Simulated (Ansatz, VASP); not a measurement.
YRe3 in VASP and in Ansatz

```
Y Re
1.0
     4.09420    0.00000    0.00000
     0.00000    4.09420    0.00000
     0.00000    0.00000    4.09420
Y Re
1 3
Cartesian
  0.0000 0.0000 0.0000
  0.0000 2.0471 2.0471
  2.0471 2.0471 0.0000
  2.0471 0.0000 2.0471
```

Alike in both runs: task single point; functional PBEsol; k mesh 8 × 8 × 8; occupations gaussian, width 0.05 eV; no spin polarisation.

```csv
,VASP,Ansatz
version,VASP 6.6.1,Ansatz 0.2.0
potentials or method,"VASP PAW PBE potentials, release 64 (Y_sv, Re), cutoff 520 eV","scalar-relativistic, plane waves, PAW"
valence electrons in the cell,32,56
```

Ansatz gave:

```
gap on the k mesh at the Fermi level (eV) : none
pressure (GPa)                            : -4.3
```

Problem. Which values does VASP return?

Solution. gap on the k mesh at the Fermi level (eV): none; pressure (GPa): -4.6.

VASP's potentials were made for PBE, not for PBEsol. A gap of «none» marks a metal or a gap that the smearing closes. The functional is the same, so the differences come from potentials, cutoffs and numerics. VASP's potentials hold 32 valence electrons a cell and Ansatz's 56, so a difference there can come from the potentials and not from the codes.

Spin-orbit coupling is off throughout.
